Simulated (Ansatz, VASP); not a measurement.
## C in VASP and in Ansatz

The input INCAR:

```
SYSTEM = C
PREC = Accurate
ENCUT = 520
EDIFF = 1E-7
ISMEAR = 0
SIGMA = 0.05
LREAL = Auto
LASPH = .TRUE.
NELM = 80
ALGO = Normal
ISIF = 2
LWAVE = .FALSE.
LCHARG = .FALSE.
GGA = PS
NBANDS = 43
```

File KPOINTS:

```
Automatic mesh
0
G
  6 6 6
  0 0 0
```

POSCAR

```
C
1.0
    0.0000000000      3.5537981836     -3.5537981836
   -3.5537981836      0.0000000000     -3.5537981836
   -3.5537981836      3.5537981836      0.0000000000
C
15
Direct
    0.2500000000      0.7500000000      0.2500000000
    0.7500000000      0.2500000000      0.2500000000
    0.2500000000      0.2500000000      0.2500000000
    0.7500000000      0.7500000000      0.7500000000
    0.2500000000      0.7500000000      0.7500000000
    0.7500000000      0.2500000000      0.7500000000
    0.2500000000      0.2500000000      0.7500000000
    0.8750000000      0.3750000000      0.3750000000
    0.3750000000      0.3750000000      0.3750000000
    0.9152068137      0.9152068137      0.2945863725
    0.3750000000      0.8750000000      0.3750000000
    0.8750000000      0.3750000000      0.8750000000
    0.3750000000      0.3750000000      0.8750000000
    0.8750000000      0.8750000000      0.8750000000
    0.3750000000      0.8750000000      0.8750000000
```

Input for Ansatz:

```yaml
crystal:
  lattice:
    - [0.0, 3.5537981836, -3.5537981836]
    - [-3.5537981836, 0.0, -3.5537981836]
    - [-3.5537981836, 3.5537981836, 0.0]
  atoms:
    - { symbol: C, position: [0.25, 0.75, 0.25] }
    - { symbol: C, position: [0.75, 0.25, 0.25] }
    - { symbol: C, position: [0.25, 0.25, 0.25] }
    - { symbol: C, position: [0.75, 0.75, 0.75] }
    - { symbol: C, position: [0.25, 0.75, 0.75] }
    - { symbol: C, position: [0.75, 0.25, 0.75] }
    - { symbol: C, position: [0.25, 0.25, 0.75] }
    - { symbol: C, position: [0.875, 0.375, 0.375] }
    - { symbol: C, position: [0.375, 0.375, 0.375] }
    - { symbol: C, position: [0.9152068137, 0.9152068137, 0.2945863725] }
    - { symbol: C, position: [0.375, 0.875, 0.375] }
    - { symbol: C, position: [0.875, 0.375, 0.875] }
    - { symbol: C, position: [0.375, 0.375, 0.875] }
    - { symbol: C, position: [0.875, 0.875, 0.875] }
    - { symbol: C, position: [0.375, 0.875, 0.875] }
basis:
  ecutwfc: 420
kpoints:
  mp_grid: { grid: [6, 6, 6] }
hamiltonian:
  xc: pbesol
  pseudopotentials: { kind: paw, azcp: { folder: soft_1 } }
scf:
  occupations: { method: gaussian, width: 0.05 }
output:
  forces: true
  stress: true
  eigenvalues: true
  write_density: true
  write_potential: true
  elf: true
  volumetric_format: npy
```

Change from the starting cell: C vacancy; atom 10 moved 0.000 of the way to it and -0.350 Å across, host rigid.

Alike in both runs: task single point; functional PBEsol; k mesh 6 × 6 × 6; occupations gaussian, width 0.05 eV; no spin polarisation.

|  | VASP | Ansatz |
| --- | --- | --- |
| version | VASP 6.6.1 | Ansatz 0.2.0 |
| potentials or method | VASP PAW PBE potentials, release 64 (C), cutoff 520 eV | scalar-relativistic, plane waves, PAW |
| valence electrons in the cell | 60 | 60 |

|  | VASP | Ansatz | Ansatz less VASP |
| --- | --- | --- | --- |
| gap on the k mesh at the Fermi level (eV) | none | none | - |
| pressure (GPa) | -1.1 | -2.2 | -1.10 |
| traceless stress, the component that is largest in VASP (GPa) | 9.20 | 9.25 | +0.047 |
| rms of the force components (eV/Å) | 1.662 | 1.661 | -0.0015 |

VASP's potentials were made for PBE, not for PBEsol, and Ansatz warns of the same on its side. Atom by atom the forces differ by 0.017 eV/Å (rms over components). A gap of «none» marks a metal or a gap that the smearing closes.
